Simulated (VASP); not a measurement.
Wanted: the native input for a VASP 6.6.1 run.

```
Task                   : single point
Functional             : PBE
Potentials or basis    : VASP PAW PBE potentials, release 64 (Ta_pv)
Cutoff                 : 520 eV
k mesh                 : 20 × 20 × 20
Occupations            : fermi-dirac, width 0.15 eV
Spin                   : no spin polarisation
Dipole correction      : no
Further INCAR settings : ALGO = Normal; EDIFF = 1e-06; NBANDS = 12
```

The structure of Ta lies in POSCAR:

```
Ta
1.0
   -1.6609138578      1.6609138578      1.6609138578
    1.6609138578     -1.6609138578      1.6609138578
    1.6609138578      1.6609138578     -1.6609138578
Ta
1
Direct
    0.0000000000      0.0000000000      0.0000000000
```

One way to write it, as run:

INCAR

```
SYSTEM = Ta
PREC = Accurate
ENCUT = 520
EDIFF = 1E-6
ISMEAR = -1
SIGMA = 0.15
LREAL = .FALSE.
LASPH = .TRUE.
NELM = 60
ALGO = Normal
ISIF = 2
LWAVE = .FALSE.
LCHARG = .FALSE.
GGA = PE
NBANDS = 12
```

KPOINTS

```
Automatic mesh
0
G
  20 20 20
  0 0 0
```

Potentials or basis: VASP PAW PBE potentials, release 64 (Ta_pv).

The run is started by

```bash
$ cat potpaw_PBE.64/Ta_pv/POTCAR > POTCAR
$ mpirun -np 1 vasp_std > vasp.out
```

It gave:

```
Pressure : 0.1 GPa
```

It took 50 s on 1 thread of Intel Xeon 8259CL, on a shared host, peak memory 0.18 GiB.
